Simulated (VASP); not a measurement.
HfC: single point with PBE

The system is HfC.

```
Hf C
1.0
     3.41049    0.00000    0.00000
    -1.70525    2.95357    0.00000
     0.00000    0.00000    5.38601
Hf C
2 2
Direct
  0.66667 0.33333 0.75000
  0.33333 0.66667 0.25000
  0.00000 0.00000 0.00000
  0.00000 0.00000 0.50000
```

This cell differs from its parent crystal: strained.

```yaml
Program: VASP 6.6.1
Task: single point
Functional: PBE
Potentials_or_basis: VASP PAW PBE potentials, release 64 (Hf_pv, C)
Cutoff: 520 eV
k_mesh: 15 × 15 × 8
Occupations: gaussian, width 0.1 eV
Spin: no spin polarisation
```

```
Pressure               : -16.2 GPa
Band gap on the k mesh : zero (band 14 reaches 6.81 eV, above the bottom of band 15 at 5.54 eV)
```

Levels at points of the mesh, in eV from the Fermi level:
| k point | band 10 | band 11 | band 12 | band 13 | band 14 | band 15 | band 16 | band 17 | band 18 | band 19 |
| --- | --- | --- | --- | --- | --- | --- | --- | --- | --- | --- |
| (0.00, 0.00, 0.00) | -2.91 | -2.91 | -1.18 | -1.18 | 0.86 | 1.30 | 1.30 | 1.79 | 1.79 | 1.89 |
| (0.00, 0.00, 0.50) | -3.14 | -2.48 | -2.48 | -2.48 | -2.48 | 3.52 | 3.52 | 3.53 | 3.53 | 3.53 |

Wall time 3.1 min on 1 thread of Intel(R) Xeon(R) Platinum 8488C (Sapphire Rapids), with other jobs on the host, peak memory 0.28 GiB.

Caveat: the cell differs from its parent crystal (strained); spin-orbit coupling is left out, which moves the levels of the heavy elements.
